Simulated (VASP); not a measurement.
Wanted: the native input for a VASP 6.6.1 run.

```
Task                   : single point
Functional             : PBE
Potentials or basis    : VASP PAW PBE potentials, release 64 (K_sv, Mg, F)
Cutoff                 : 520 eV
k mesh                 : 6 × 6 × 6
Occupations            : gaussian, width 0.05 eV
Spin                   : no spin polarisation
Dipole correction      : no
Further INCAR settings : ALGO = Normal; EDIFF = 1e-06; NBANDS = 24
```

The structure of KMgF3 lies in POSCAR:

```
KMgF3
1.0
    3.8264640000      0.0000000000      0.0000000000
    0.0000000000      3.8264640000      0.0000000000
    0.0000000000      0.0000000000      3.8264640000
K Mg F
1 1 3
Direct
    0.5000000000      0.5000000000      0.5000000000
    0.0000000000      0.0000000000      0.0000000000
    0.5000000000      0.0000000000      0.0000000000
    0.0000000000      0.5000000000      0.0000000000
    0.0000000000      0.0000000000      0.5000000000
```

This cell differs from its parent crystal: strain -0.040 along x and y, -0.040 along z.

The input as run:

INCAR

```
PREC = Accurate ; ENCUT = 520
EDIFF = 1E-6 ; ISMEAR = 0
SIGMA = 0.05 ; LREAL = False
LASPH = True ; NELM = 60
ALGO = Normal ; ISIF = 2
LWAVE = False ; LCHARG = True
GGA = PE ; LELF = True
LVHAR = True ; NBANDS = 24
```

KPOINTS

```
regular mesh
0
Gamma
  6 6 6
```

Potentials or basis: VASP PAW PBE potentials, release 64 (K_sv, Mg, F).

Command:

```bash
$ cat potpaw_PBE.64/K_sv/POTCAR potpaw_PBE.64/Mg/POTCAR potpaw_PBE.64/F/POTCAR > POTCAR
$ mpirun -np 1 vasp_std > vasp.out
```

Results of the run:

```yaml
Pressure: 16.5 GPa
Band_gap_on_the_k_mesh: 8.30 eV (least direct gap 8.62 eV)
```

Caveat: the cell differs from its parent crystal (strain -0.040 along x and y, -0.040 along z); the cell stands under pressure.

It took 30 s on 1 thread of Intel(R) Xeon(R) Platinum 8259CL CPU @ 2.50GHz (Skylake/Cascade Lake), on a shared host, peak memory 0.17 GiB.
